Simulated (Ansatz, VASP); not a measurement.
TiO2: VASP beside Ansatz

INCAR

```
SYSTEM = TiO2
PREC = Accurate ; ENCUT = 520
EDIFF = 1E-6 ; ISMEAR = 0
SIGMA = 0.02 ; LREAL = .FALSE.
LASPH = .TRUE. ; NELM = 60
ALGO = Normal ; ISIF = 2
LWAVE = .FALSE. ; LCHARG = .TRUE.
GGA = PE ; LELF = .TRUE.
LVHAR = .TRUE. ; NBANDS = 33
```

Contents of KPOINTS:

```
regular mesh
0
G
  10 10 10
  0 0 0
```

POSCAR

```
TiO2
1.0
   -1.8996082691      1.8996082691      4.8485069482
    1.8996082691     -1.8996082691      4.8485069482
    1.8996082691      1.8996082691     -4.8485069482
Ti O
2 4
Direct
    0.0000000000      0.0000000000      0.0000000000
    0.7500000000      0.2500000000      0.5000000000
    0.2064947467      0.2064947467      0.0000000000
    0.9564947467      0.4564947467      0.5000000000
    0.5435052533      0.0435052533      0.5000000000
    0.7935052533      0.7935052533      0.0000000000
```

Input for Ansatz:

```yaml
crystal:
  lattice:
    - [-1.8996082674, 1.8996082674, 4.8485069703]
    - [1.8996082674, -1.8996082674, 4.8485069703]
    - [1.8996082674, 1.8996082674, -4.8485069703]
  atoms:
    - { symbol: Ti, position: [0.0, 0.0, 0.0] }
    - { symbol: Ti, position: [0.75, 0.25, 0.5] }
    - { symbol: O, position: [0.2064947456, 0.2064947456, 0.0] }
    - { symbol: O, position: [0.9564947456, 0.4564947456, 0.5] }
    - { symbol: O, position: [0.5435052544, 0.0435052544, 0.5] }
    - { symbol: O, position: [0.7935052544, 0.7935052544, 0.0] }
basis:
  ecutwfc: 420
kpoints:
  mp_grid: { grid: [10, 10, 10] }
  band_path: { path: [VBM, CBM], npoints: 2 }
hamiltonian:
  xc: pbe
scf:
  occupations: { method: gaussian, width: 0.02 }
output:
  forces: false
  stress: false
  eigenvalues: true
checkpoint:
  read: start.run
  write: ck
  compress: false
  write_wavefunctions: false
  write_every: 100000
```

Alike in both runs: task single point; functional PBE; k mesh 10 × 10 × 10; occupations gaussian, width 0.02 eV; no spin polarisation.

|  | VASP | Ansatz |
| --- | --- | --- |
| version | VASP 6.6.1 | Ansatz 0.2.0 |
| potentials or method | VASP PAW PBE potentials, release 64 (Ti_sv, O), cutoff 520 eV | scalar-relativistic, plane waves, PAW |
| valence electrons in the cell | 48 | 48 |

```csv
,VASP,Ansatz,Ansatz less VASP
gap on the k mesh at the Fermi level (eV),2.11,2.13,+0.023
least direct gap on the mesh (eV),2.41,2.43,+0.022
```

With one functional, cell and mesh, what is left measures potentials, basis and numerics.
